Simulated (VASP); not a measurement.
Write the native input for VASP 6.6.1 that does the following.

```yaml
Task: single point
Functional: PBE
Potentials_or_basis: VASP PAW PBE potentials, release 64 (Na_pv, H)
Cutoff: 520 eV
k_mesh: 4 × 4 × 1
Occupations: gaussian, width 0.1 eV
Spin: no spin polarisation
Dipole_correction: yes
Further_INCAR_settings: ALGO = Normal; EDIFF = 1e-06; NBANDS = 40
```

The structure of Na4H lies in POSCAR:

```
Na4H
1.0
    7.2665057608      0.0000000000      0.0000000000
   -2.4221685869      6.8509273320      0.0000000000
    0.0000000000      0.0000000000     20.9665385532
Na H
8 2
Direct
    0.2500000000      0.2500000000      0.1907801800
    0.2500000000      0.7500000000      0.1907801800
    0.7500000000      0.2500000000      0.1907801800
    0.7500000000      0.7500000000      0.1907801800
    0.0000000000      0.0000000000      0.3322693699
    0.0000000000      0.5000000000      0.3322693699
    0.5000000000      0.0000000000      0.3322693699
    0.5000000000      0.5000000000      0.3322693699
   -0.0812632673      0.7500000000      0.3689945545
    0.0812632673      0.7500000000      0.3689945545
```

The input as run:

INCAR

```
SYSTEM = Na4H
ALGO     = Normal         ! electronic algorithm
DIPOL    = 0.5 0.5 0.283
EDIFF    = 1E-6           ! SCF threshold, eV
ENCUT    = 520            ! plane-wave cutoff, eV
GGA      = PE             ! functional
IDIPOL   = 3            
ISIF     = 2              ! what is computed and relaxed
ISMEAR   = 0              ! smearing method
LASPH    = .True.         ! aspherical terms in the spheres
LCHARG   = .True.         ! write CHGCAR
LDIPOL   = .True.       
LELF     = .True.         ! ELF
LREAL    = .False.        ! projectors in reciprocal space
LVACPOTAV= .True.       
LVHAR    = .True.       
LWAVE    = .False.        ! write WAVECAR
NBANDS   = 40             ! bands
NELM     = 100            ! most SCF steps
PREC     = Accurate       ! precision mode
SIGMA    = 0.1            ! smearing width, eV
```

KPOINTS

```
k-points
0
Gamma
  4 4 1
  0 0 0
```

Potentials or basis: VASP PAW PBE potentials, release 64 (Na_pv, H).

Run with:

```console
$ cat potpaw_PBE.64/Na_pv/POTCAR potpaw_PBE.64/H/POTCAR > POTCAR
$ mpirun -np 1 vasp_std > vasp.out
```

It gave:

- Largest force: 1.545 eV/Å
- Band gap on the k mesh: zero (bands 29 and 30 overlap by 0.67 eV)

It took 16 min on 1 thread of Oxide Virtual Turin-like Processor, with other jobs on the host, peak memory 1 GiB.
